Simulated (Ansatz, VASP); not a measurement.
CdMo: VASP beside Ansatz

File INCAR:

```
SYSTEM = CdMo
ALGO = Normal
EDIFF = 1E-7
EDIFFG = -0.01
ENCUT = 600
GGA = PE
IBRION = 2
ISIF = 3
ISMEAR = 0
LASPH = .True.
LCHARG = .False.
LREAL = .False.
LWAVE = .False.
NELM = 100
NSW = 100
PREC = Accurate
SIGMA = 0.1
```

Contents of KPOINTS:

```
k-points
0
Gamma
  16 16 16
  0 0 0
```

Contents of POSCAR:

```
CdMo
1.0
    3.2828195941      0.0000000000      0.0000000000
    0.0000000000      3.2828195941      0.0000000000
    0.0000000000      0.0000000000      3.2828195941
Cd Mo
1 1
Direct
    0.0000000000      0.0000000000      0.0000000000
    0.5000000000      0.5000000000      0.5000000000
```

Input for Ansatz:

```yaml
crystal:
  lattice:
    - [3.2828195941, 0.0, 0.0]
    - [0.0, 3.2828195941, 0.0]
    - [0.0, 0.0, 3.2828195941]
  atoms:
    - { symbol: Cd, position: [0.0, 0.0, 0.0] }
    - { symbol: Mo, position: [0.5, 0.5, 0.5] }
basis:
  ecutwfc: 420
kpoints:
  mp_grid: { grid: [16, 16, 16] }
hamiltonian:
  xc: pbe
scf:
  occupations: { method: gaussian, width: 0.1 }
output:
  forces: true
  stress: true
  eigenvalues: true
relax:
  adjacent_minimum: "off"
  f_tol: 0.01
  max_steps: 80
  cell: { stress_tol: 0.05 }
```

Change from the starting cell: species swapped into the NbRu type (Pm-3m, No. 221).

Alike in both runs: task relaxation of cell and atoms; functional PBE; k mesh 16 × 16 × 16; occupations gaussian, width 0.1 eV; no spin polarisation.

|  | VASP | Ansatz |
| --- | --- | --- |
| version | VASP 6.6.1 | Ansatz 0.2.0 |
| potentials or method | VASP PAW PBE potentials, release 64 (Cd, Mo_sv), cutoff 600 eV | scalar-relativistic, plane waves, PAW |
| valence electrons in the cell | 26 | 34 |

|  | VASP | Ansatz | Ansatz less VASP |
| --- | --- | --- | --- |
| gap on the k mesh at the Fermi level, each at its own relaxed structure (eV) | none | none | - |
| relaxed volume (Å³/atom) | 17.80 | 17.70 | -0.104 |
| relaxed cell length with the largest relative difference (Å) | 3.290 | 3.283 | -0.0064 |

A gap of «none» marks a metal or a gap that the smearing closes. VASP's potentials hold 26 valence electrons a cell and Ansatz's 34, so a difference there can come from the potentials and not from the codes.
